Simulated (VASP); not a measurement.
Runs of VASP 6.6.1 on AsPb4. The structure is that of space group Im-3m (No. 229), or close to it. The cells are those of the table. The cell was built from a structure type or drawn by symmetry, and may not be a known phase.

```csv
task,cell,k mesh,cutoff (eV),gap on the mesh (eV),pressure (GPa),relaxed volume (Å³/atom)
relaxation of cell and atoms,"relaxed from a = 6.112 Å, angles 109.5°, 5 atoms",8 × 8 × 8,600,none,0.0,34.56
single point,"a = 5.677 Å, angles 109.5°, 5 atoms",4 × 4 × 4,520,none,11.7,-
single point,"a = 6.075 Å, angles 109.5°, 5 atoms",8 × 8 × 8,520,none,0.0,-
single point,"a = 6.112 Å, angles 109.5°, 5 atoms",4 × 4 × 4,520,none,(a),-
relaxation of cell and atoms,"relaxed from a = 5.677 Å, angles 109.5°, 5 atoms",4 × 4 × 4,600,none,0.0,35.03
```

Alike in all rows: level PBE; potentials or basis VASP PAW PBE potentials, release 64 (As, Pb_d); no spin polarisation; smearing gaussian 0.1 eV.

Problem. Fill in the values left out.

Solution. (a) -0.1.

Caveats: spin-orbit coupling is left out, which moves the levels of the heavy elements; the cell stands under pressure (at least some runs); the volume moved by over 15 % at a fixed basis, so the end points are rough (at least some runs).

A k mesh can miss the band edges, and the runs leave out spin-orbit coupling on As, Pb.

A gap of «none» marks levels without a gap at the run's occupations.
